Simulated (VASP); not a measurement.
# HgTe (I-4m2) in VASP: further runs

HgTe is run at these levels: r2SCAN; tasks: single point.

All numbers are computed with VASP 6.6.1; they aren't measurements. Logs are shortened: lines on timing, memory, paths and dates and some standing lists are left out, and cuts for length are marked.

## (1) The cell of the first run

Symmetry: I-4m2, No. 119, tetragonal system. The conventional cell has a = 6.039 Å, b = 6.039 Å, c = 3.139 Å, α = 90.00°, β = 90.00°, γ = 90.00°. Hg (site symmetry -4m2) has 8 Te at 3.12 to 3.83 Å and 2 Hg at 3.14 Å within 4.1 Å. Te (site symmetry -4m2) has 8 Hg at 3.12 to 3.83 Å and 2 Te at 3.14 Å within 4.1 Å.

## (2) Single point, r2SCAN (strained)

Input file POSCAR:

```
HgTe
1.0
   -3.0196544624      3.0196544624      1.5695149768
    3.0196544624     -3.0196544624      1.5695149768
    3.0196544624      3.0196544624     -1.5695149768
Hg Te
1 1
Direct
    0.2500000000      0.7500000000      0.5000000000
    0.0000000000      0.0000000000      0.0000000000
```

Input file INCAR.step1:

```
SYSTEM = HgTe
PREC = Accurate ; ENCUT = 520
ISMEAR = 0 ; SIGMA = 0.1
LREAL = .False. ; LASPH = .True.
NELM = 100 ; NBANDS = 16
GGA = PE ; ALGO = Normal
EDIFF = 1E-4 ; LWAVE = .True.
LCHARG = .False.
```

Input file INCAR.step2:

```
SYSTEM = HgTe
PREC = Accurate ; ENCUT = 520
EDIFF = 1E-6 ; ISMEAR = 0
SIGMA = 0.1 ; LREAL = .False.
LASPH = .True. ; NELM = 100
ALGO = Normal ; ISIF = 2
LWAVE = .False. ; LCHARG = .True.
METAGGA = R2SCAN ; LMIXTAU = .True.
LELF = .True. ; LVHAR = .True.
NBANDS = 16 ; ISTART = 1
```

Input file KPOINTS:

```
Automatic mesh
0
Gamma
  16 16 16
  0 0 0
```

Potentials or basis: VASP PAW PBE potentials, release 64 (Hg, Te).

The run is started by

```console
cat potpaw_PBE.64/Hg/POTCAR potpaw_PBE.64/Te/POTCAR > POTCAR
cp INCAR.step1 INCAR
mpirun -np 1 vasp_std > vasp.out
cp INCAR.step2 INCAR
mpirun -np 1 vasp_std > vasp.out
```

OUTCAR:

```text
SYSTEM = HgTe
   PREC = Accurate
   ENCUT = 520
   EDIFF = 1E-6
   ISMEAR = 0
   LREAL = .False.
   LASPH = .True.
   NELM = 100
   ISIF = 2
   METAGGA = R2SCAN
   ISTART = 1

 ion  position               nearest neighbor table
   1  0.250  0.750  0.500-   2 3.12   2 3.12   2 3.12   2 3.12
   2  0.000  0.000  0.000-   1 3.12   1 3.12   1 3.12   1 3.12

  LATTYP: Found a body centered tetragonal cell.
 ALAT       =     6.0393089248
 C/A-ratio  =     0.5197664158

  Lattice vectors:

 A1 = (  -3.0196544624,   3.0196544624,   1.5695149768)
 A2 = (   3.0196544624,  -3.0196544624,   1.5695149768)
 A3 = (   3.0196544624,   3.0196544624,  -1.5695149768)

Analysis of symmetry for initial positions (statically):
=====================================================================
 Subroutine PRICEL returns:
 Original cell was already a primitive cell.

 Routine SETGRP: Setting up the symmetry group for a
 body centered tetragonal supercell.

 Subroutine GETGRP returns: Found  8 space group operations
 (whereof  8 operations were pure point group operations)
 out of a pool of 16 trial point group operations.

The static configuration has the point symmetry D_2d.

Analysis of symmetry for dynamics (positions and initial velocities):
=====================================================================
 Subroutine PRICEL returns:
 Original cell was already a primitive cell.

 Routine SETGRP: Setting up the symmetry group for a
 body centered tetragonal supercell.

 Subroutine GETGRP returns: Found  8 space group operations
 (whereof  8 operations were pure point group operations)
 out of a pool of 16 trial point group operations.

The dynamic configuration has the point symmetry D_2d.

 Subroutine INISYM returns: Found  8 space group operations
 (whereof  8 operations are pure point group operations),
 and found     1 'primitive' translations

----------------------------------------------------------------------------------------

                                     Primitive cell

  volume of cell :      57.2453

  direct lattice vectors                    reciprocal lattice vectors
    -3.019654462  3.019654462  1.569514977     0.000000000  0.165581859  0.318569754
     3.019654462 -3.019654462  1.569514977     0.165581859  0.000000000  0.318569754
     3.019654462  3.019654462 -1.569514977     0.165581859  0.165581859  0.000000000

  length of vectors
     4.549725641  4.549725641  4.549725641     0.359032088  0.359032088  0.234168111

[... 74 lines left out ...]
   ISPIN  =      1    spin polarized calculation?
   LNONCOLLINEAR =      F non collinear calculations
   LSORBIT =      F    spin-orbit coupling
   LASPH  =      T    aspherical Exc in radial PAW
   ENCUT  =  520.0 eV  38.22 Ry    6.18 a.u.   8.46  8.46  8.46*2*pi/ulx,y,z
   NELM   =    100;   NELMIN=  2; NELMDL=  0     # of ELM steps
   EDIFF  = 0.1E-05   stopping-criterion for ELM
   LREAL  =      F    real-space projection
   EDIFFG = 0.1E-04   stopping-criterion for IOM
   NSW    =      0    number of steps for IOM
   IBRION =     -1    ionic relax: 0-MD 1-quasi-New 2-CG
   NFREE  =      0    steps in history (QN), initial steepest desc. (CG)
   ISIF   =      2    stress and relaxation
   ISYM   =      2    0-nonsym 1-usesym 2-fastsym
   POTIM  = 0.5000    time-step for ionic-motion
   TEBEG  =    0.0;   TEEND  =   0.0 temperature during run
   PSTRESS=    0.0 pullay stress
   NELECT =      18.0000    total number of electrons
   NUPDOWN=      -1.0000    fix difference up-down
   EMIN   =  10.00;   EMAX   =-10.00  energy-range for DOS
   EFERMI =   0.00;   METHOD = LEGACY
   ISMEAR =     0;   SIGMA  =   0.10  broadening in eV -4-tet -1-fermi 0-gaus
   EFERMI_NEDOS =   21; number of points for ismear=-14 and -15
   IALGO  =     38    algorithm
   IMIX   =      4    mixing-type and parameters
     AMIX     =   0.40;   BMIX     =  1.00
     AMIX_MAG =   1.60;   BMIX_MAG =  1.00
  volume/ion in A,a.u.               =      28.62       193.16
  Fermi-wavevector in a.u.,A,eV,Ry     =   1.113232  2.103703 16.861503  1.239285
  Thomas-Fermi vector in A             =   2.249815
   LORBIT       =      0    0 simple, 1 ext, 2 COOP (PROOUT), +10 PAW based schemes
   METAGGA = R2SCAN    functional components
   LHFCALC =     F    Hartree Fock is set to
   AEXX    =    0.0000 exact exchange contribution
   IVDW    =     0    specifies the selected vdW correction
   LEPSILON=     F    determine dielectric tensor
   LRPA    =     F    only Hartree local field effects (RPA)
 non-spin polarized calculation
 Gauss-broadening in eV      SIGMA  =   0.10
  energy-cutoff  :      520.00
  volume of cell :       57.25
 maximum number of plane-waves:      1564
 NGX is ok and might be reduce to    36
   NGX = 17   NGY = 17   NGZ = 17

 number of electron      18.0000000 magnetization

 Free energy of the ion-electron system (eV)
  ---------------------------------------------------
  ext. energy  EPLUGINS =         0.00000000
  ---------------------------------------------------
  free energy    TOTEN  =       -74.74193311 eV

  energy without entropy =      -74.73698952  energy(sigma->0) =      -74.73946131

 E-fermi :   4.5102     XC(G=0): -10.4039

 val. band max:        4.5003360443   @ k =  -0.1250   0.3125   0.0625
 cond. band min:       4.5150521531   @ k =  -0.1875   0.2500   0.0625
 fundamental gap:      0.0147161088
 Fermi energy:         4.5101903680

 k-point     1 :       0.0000    0.0000    0.0000
  band No.  band energies     occupation
      1      -8.5747      2.00000
      2      -3.3575      2.00000
      3      -2.6747      2.00000
      4      -2.6081      2.00000
      5      -2.2076      2.00000
      6      -2.2076      2.00000
[... 433 lines left out ...]
      3      -2.6733      2.00000
      4      -2.6240      2.00000
      5      -2.2079      2.00000
      6      -2.2044      2.00000
[... 8 lines left out ...]
     15      15.3181      0.00000
     16      16.7875      0.00000

 [... further k-points ...]
[... 5 lines left out ...]
  --------------------------------------------------------------------------------------
  -------------------------------------------------------------------------------------
  Total       -0.5551985     -0.5551985      0.2930932      0.0000000      0.0000000      0.0000000
  in kB      -15.5388504    -15.5388504      8.2030698      0.0000000      0.0000000      0.0000000
  external PRESSURE =      -7.6248770 kB  Pullay stress =       0.0000000 kB

 VOLUME and BASIS-vectors are now :
 -----------------------------------------------------------------------------
  energy-cutoff  :      520.00
  volume of cell :       57.25
      direct lattice vectors                 reciprocal lattice vectors
    -3.019654462  3.019654462  1.569514977     0.000000000  0.165581859  0.318569754
     3.019654462 -3.019654462  1.569514977     0.165581859  0.000000000  0.318569754
     3.019654462  3.019654462 -1.569514977     0.165581859  0.165581859  0.000000000

 POSITION                                       TOTAL-FORCE (eV/Angst)
 -----------------------------------------------------------------------------------
      3.01965      0.00000      0.78476        -0.000000      0.000000      0.000000
      0.00000      0.00000      0.00000         0.000000     -0.000000     -0.000000
 -----------------------------------------------------------------------------------
    total drift:                                0.000000     -0.000000     -0.000000

  FREE ENERGIE OF THE ION-ELECTRON SYSTEM (eV)
  ---------------------------------------------------
  free  energy   TOTEN  =       -74.7419331128 eV

  energy  without entropy=      -74.7369895153  energy(sigma->0) =      -74.73946131
```

OSZICAR.step1:

```text
N       E                     dE             d eps       ncg     rms          rms(c)
DAV:   1     0.991818713933E+02    0.99182E+02   -0.78994E+03 11192   0.974E+02
DAV:   2    -0.418872557938E+00   -0.99601E+02   -0.92504E+02 13184   0.229E+02
DAV:   3    -0.340983853612E+01   -0.29910E+01   -0.29795E+01 13992   0.396E+01
DAV:   4    -0.342285861052E+01   -0.13020E-01   -0.13019E-01 13904   0.283E+00
DAV:   5    -0.342301516193E+01   -0.15655E-03   -0.15655E-03 14416   0.316E-01    0.728E+00
DAV:   6    -0.327403762459E+01    0.14898E+00   -0.30198E-01 12976   0.676E+00    0.505E+00
DAV:   7    -0.327156426930E+01    0.24734E-02   -0.40520E-02 13456   0.143E+00    0.178E+00
DAV:   8    -0.327111829232E+01    0.44598E-03   -0.43033E-03 12440   0.715E-01    0.217E-01
DAV:   9    -0.327113294124E+01   -0.14649E-04   -0.42342E-04 14328   0.210E-01
   1 F= -.32711329E+01 E0= -.32685457E+01  d E =-.517447E-02
```

Wall time 26 min (1 thread of AMD EPYC 7R43 (Zen 3), shared host); peak memory 0.43 GiB.

What came out:

| Property | Result |
| --- | --- |
| Free energy | -74.7419 eV |
| Pressure | -0.8 GPa |
| Band gap on the k mesh | zero (band 9 reaches 6.14 eV, above the bottom of band 10 at 2.26 eV) |

Caveat: the cell differs from its parent crystal (strained); the PAW data sets were made with another functional, which shifts forces and pressure a little; spin-orbit coupling is left out, which moves the levels of the heavy elements.

## (3) Single point, r2SCAN

This run uses another cell than the first one, of 28.93 Å³/atom, 1.011 times its volume.

Input file POSCAR:

```
HgTe
1.0
   -3.0456030000      3.0456030000      1.5594100000
    3.0456030000     -3.0456030000      1.5594100000
    3.0456030000      3.0456030000     -1.5594100000
Hg Te
1 1
Direct
    0.2500000000      0.7500000000      0.5000000000
    0.0000000000      0.0000000000      0.0000000000
```

Input file INCAR.step1:

```
PREC = Accurate ; ENCUT = 520
ISMEAR = 0 ; SIGMA = 0.1
LREAL = F ; LASPH = T
NELM = 100 ; NBANDS = 16
GGA = PE ; ALGO = Normal
EDIFF = 1E-4 ; LWAVE = T
LCHARG = F
```

Input file INCAR.step2:

```
PREC = Accurate ; ENCUT = 520
EDIFF = 1E-6 ; ISMEAR = 0
SIGMA = 0.1 ; LREAL = F
LASPH = T ; NELM = 100
ALGO = Normal ; ISIF = 2
LWAVE = F ; LCHARG = T
METAGGA = R2SCAN ; LMIXTAU = T
LELF = T ; LVHAR = T
NBANDS = 16 ; ISTART = 1
```

Input file KPOINTS:

```
Automatic mesh
0
Gamma
  6 6 6
```

Potentials or basis: VASP PAW PBE potentials, release 64 (Hg, Te).

The run is started by

```console
cat potpaw_PBE.64/Hg/POTCAR potpaw_PBE.64/Te/POTCAR > POTCAR
cp INCAR.step1 INCAR
mpirun -np 1 vasp_std > vasp.out
cp INCAR.step2 INCAR
mpirun -np 1 vasp_std > vasp.out
```

Run time: 2.7 min. Hardware: 1 thread of AMD EPYC 7R43 (Zen 3), shared host; peak memory 0.19 GiB.

The run converged. Its results:

- Free energy: -74.6069 eV
- Pressure: -0.9 GPa
- Band gap on the k mesh: zero (band 9 reaches 5.86 eV, above the bottom of band 10 at 1.97 eV)

Stress tensor (GPa, compression positive):
```
-0.83  0.00  0.00
 0.00 -0.83  0.00
 0.00  0.00 -1.01
```

Levels at points of the mesh, in eV from the Fermi level:
```csv
k point,band 5,band 6,band 7,band 8,band 9,band 10,band 11,band 12,band 13,band 14
"(0.00, 0.00, 0.00)",-6.68,-6.68,-3.62,-2.88,-2.88,3.26,4.74,7.13,7.13,9.14
"(0.50, 0.00, 0.00)",-6.90,-6.68,-5.14,-2.32,-1.49,-0.19,3.23,3.87,6.01,8.31
"(0.50, 0.50, 0.00)",-6.65,-6.62,-6.52,-1.32,1.31,2.10,2.72,3.42,8.87,10.77
"(0.50, 0.50, 0.50)",-6.65,-6.60,-4.75,-4.75,-4.63,2.92,7.40,8.33,8.33,12.00
```

Caveat: the k points lie up to 0.38 Å⁻¹ apart; the PAW data sets were made with another functional, which shifts forces and pressure a little; spin-orbit coupling is left out, which moves the levels of the heavy elements.

## (4) Single point, r2SCAN (strained)

Input file POSCAR:

```
HgTe
1.0
   -2.9801834476      2.9801834476      1.6194784732
    2.9801834476     -2.9801834476      1.6194784732
    2.9801834476      2.9801834476     -1.6194784732
Hg Te
1 1
Direct
    0.2500000000      0.7500000000      0.5000000000
    0.0000000000      0.0000000000      0.0000000000
```

Input file INCAR.step1:

```
SYSTEM = HgTe
ALGO     = Normal         ! electronic algorithm
EDIFF    = 1E-4           ! SCF threshold, eV
ENCUT    = 520            ! plane-wave cutoff, eV
GGA      = PE             ! functional
ISMEAR   = 0              ! smearing method
LASPH    = .True.         ! aspherical terms in the spheres
LCHARG   = .False.        ! write CHGCAR
LREAL    = .False.        ! projectors in reciprocal space
LWAVE    = .True.         ! write WAVECAR
NBANDS   = 16             ! bands
NELM     = 100            ! most SCF steps
PREC     = Accurate       ! precision mode
SIGMA    = 0.1            ! smearing width, eV
```

Input file INCAR.step2:

```
SYSTEM = HgTe
ALGO     = Normal         ! electronic algorithm
EDIFF    = 1E-6           ! SCF threshold, eV
ENCUT    = 520            ! plane-wave cutoff, eV
ISIF     = 2              ! what is computed and relaxed
ISMEAR   = 0              ! smearing method
ISTART   = 1            
LASPH    = .True.         ! aspherical terms in the spheres
LCHARG   = .True.         ! write CHGCAR
LELF     = .True.         ! ELF
LMIXTAU  = .True.       
LREAL    = .False.        ! projectors in reciprocal space
LVHAR    = .True.       
LWAVE    = .False.        ! write WAVECAR
METAGGA  = R2SCAN         ! meta-GGA
NBANDS   = 16             ! bands
NELM     = 100            ! most SCF steps
PREC     = Accurate       ! precision mode
SIGMA    = 0.1            ! smearing width, eV
```

Input file KPOINTS:

```
k-points
0
Gamma
  16 16 16
  0 0 0
```

The run is started by

```console
cat potpaw_PBE.64/Hg/POTCAR potpaw_PBE.64/Te/POTCAR > POTCAR
cp INCAR.step1 INCAR
mpirun -np 1 vasp_std > vasp.out
cp INCAR.step2 INCAR
mpirun -np 1 vasp_std > vasp.out
```

It took 22 min on 1 thread of Intel Xeon Platinum 8259CL at 2.50GHz (Skylake/Cascade Lake), shared host; peak memory 0.47 GiB.

The run converged. Its results:

| Quantity | Value |
| --- | --- |
| Free energy | -74.7567 eV |
| Pressure | -1.1 GPa |
| Band gap on the k mesh | zero (band 9 reaches 6.45 eV, above the bottom of band 10 at 2.31 eV) |

Stress tensor (GPa, compression positive):
```
-1.25  0.00  0.00
 0.00 -1.25  0.00
 0.00  0.00 -0.90
```

Levels at points of the mesh, in eV from the Fermi level:
```csv
k point,band 6,band 7,band 8,band 9,band 10,band 11,band 12,band 13
"(0.00, 0.00, 0.00)",-6.81,-3.15,-2.50,-2.50,2.81,5.08,7.74,7.74
"(0.50, 0.00, 0.00)",-6.73,-4.80,-2.34,-1.53,-0.23,3.54,3.96,6.20
"(0.50, 0.50, 0.00)",-6.73,-6.46,-0.85,1.97,2.27,2.53,3.74,8.56
"(0.50, 0.50, 0.50)",-6.50,-4.57,-4.57,-4.46,2.40,6.68,9.12,9.12
```

Caveat: the cell differs from its parent crystal (strained); the PAW data sets were made with another functional, which shifts forces and pressure a little; spin-orbit coupling is left out, which moves the levels of the heavy elements.

## (5) The runs side by side

```csv
cell,k mesh,gap on the mesh (eV),pressure (GPa)
"a = 4.550 Å, angles 96.8, 96.8, 139.6°, 2 atoms",16 × 16 × 16,none,-0.8
"a = 4.581 Å, angles 96.7, 96.7, 140.2°, 2 atoms",6 × 6 × 6,none,-0.9
"a = 4.515 Å, angles 97.4, 97.4, 138.0°, 2 atoms",16 × 16 × 16,none,-1.1
```

Alike in all rows: task single point; level r2SCAN; potentials or basis VASP PAW PBE potentials, release 64 (Hg, Te); no spin polarisation; cutoff (eV) 520; smearing gaussian 0.1 eV.

Caveats: some runs use coarse meshes; the PAW data sets were made with another functional, which shifts forces and pressure a little; spin-orbit coupling is left out, which moves the levels of the heavy elements.

Absolute energies hang on the potentials; compare differences alone.
